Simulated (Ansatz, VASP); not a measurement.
Pd in VASP and in Ansatz

File INCAR:

```
ALGO = Normal
EDIFF = 1E-6
ENCUT = 520
GGA = CA
ISIF = 2
ISMEAR = -1
LASPH = True
LCHARG = True
LELF = True
LREAL = False
LVHAR = True
LWAVE = False
NBANDS = 11
NELM = 60
PREC = Accurate
SIGMA = 0.05
```

KPOINTS

```
k-points
0
Gamma
  18 18 18
```

File POSCAR:

```
Pd
1.0
    0.0000000000      1.9449000000      1.9643490000
    1.9449000000      0.0000000000      1.9643490000
    1.9449000000      1.9449000000      0.0000000000
Pd
1
Direct
    0.0000000000      0.0000000000      0.0000000000
```

Input for Ansatz:

```yaml
crystal:
  lattice:
    - [0.0, 1.9449, 1.964349]
    - [1.9449, 0.0, 1.964349]
    - [1.9449, 1.9449, 0.0]
  atoms:
    - { symbol: Pd, position: [0.0, 0.0, 0.0] }
kpoints:
  mp_grid: { grid: [18, 18, 18] }
  band_path:
    path:
      - [0.0, 0.0, 0.0]
      - [0.0, 0.5, 0.5]
      - [0.25, 0.75, 0.5]
      - [0.0, 0.5, 0.0]
      - [0.0, 0.0, 0.0]
      - [0.5, 0.5, 0.0]
      - [0.3725370062, 0.6274629938, 0.0]
      - [-0.3725370062, 0.3725370062, 0.0]
      - [0.0, 0.0, 0.0]
    npoints: 5
scf:
  occupations: { method: fermi_dirac, width: 0.05 }
hamiltonian:
  xc: lda
  pseudopotentials: { kind: all_electron, lapw: { basis_error: 0.00025 } }
output:
  forces: true
  stress: true
  eigenvalues: true
```

Change from the starting cell: zz strain of +1 %.

Alike in both runs: task single point; functional LDA; k mesh 18 × 18 × 18; occupations fermi-dirac, width 0.05 eV; no spin polarisation.

|  | VASP | Ansatz |
| --- | --- | --- |
| version | VASP 6.6.1 | Ansatz 0.2.0 |
| potentials or method | VASP PAW LDA potentials, release 64 (Pd), cutoff 520 eV | all-electron LAPW, scalar-relativistic |

|  | VASP | Ansatz | Ansatz less VASP |
| --- | --- | --- | --- |
| pressure (GPa) | -9.5 | -9.8 | -0.28 |
| traceless stress, the component that is largest in VASP (GPa) | -0.40 | -0.40 | 0.000 |

LDA's correlation is that of Perdew and Zunger in VASP and of Perdew and Wang (1992) in Ansatz. Ansatz ran all-electron here, and VASP with PAW potentials.
